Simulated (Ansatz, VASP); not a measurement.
# BaZrO3: VASP beside Ansatz

```
Ba Zr O
1.0
     4.18150    0.00000    0.00000
     0.00000    4.18150    0.00000
     0.00000    0.00000    4.18150
Ba Zr O
1 1 3
Direct
  0.51268 0.48732 0.50000
  0.00000 0.00000 0.00000
  0.50000 0.00000 0.00000
  0.00000 0.50000 0.00000
  0.00000 0.00000 0.50000
```

Change from the starting cell: all Ba atoms moved +0.075 Å, as atom 1 along Cartesian [1 -1 0].

Alike in both runs: task single point; functional r2SCAN; k mesh 6 × 6 × 6; occupations gaussian, width 0.05 eV; no spin polarisation.

|  | VASP | Ansatz |
| --- | --- | --- |
| version | VASP 6.6.1 | Ansatz 0.2.0 |
| potentials or method | VASP PAW PBE potentials, release 64 (Ba_sv, Zr_sv, O), cutoff 520 eV | scalar-relativistic, plane waves, PAW |
| valence electrons in the cell | 40 | 40 |

VASP gave:

- gap on the k mesh at the Fermi level (eV): 3.72
- least direct gap on the mesh (eV): 3.95
- pressure (GPa): 4.1
- traceless stress, the component that is largest in VASP (GPa): -0.12
- rms of the force components (eV/Å): 0.116

**Question.** What did Ansatz give for the same quantities?

**Answer.** gap on the k mesh at the Fermi level (eV): 3.77; least direct gap on the mesh (eV): 3.98; pressure (GPa): 3.0; traceless stress, the component that is largest in VASP (GPa): -0.11; rms of the force components (eV/Å): 0.110.

VASP's potentials were made for PBE, not for r2SCAN. Atom by atom the forces differ by 0.010 eV/Å (rms over components).

Neither program's run includes spin-orbit coupling.
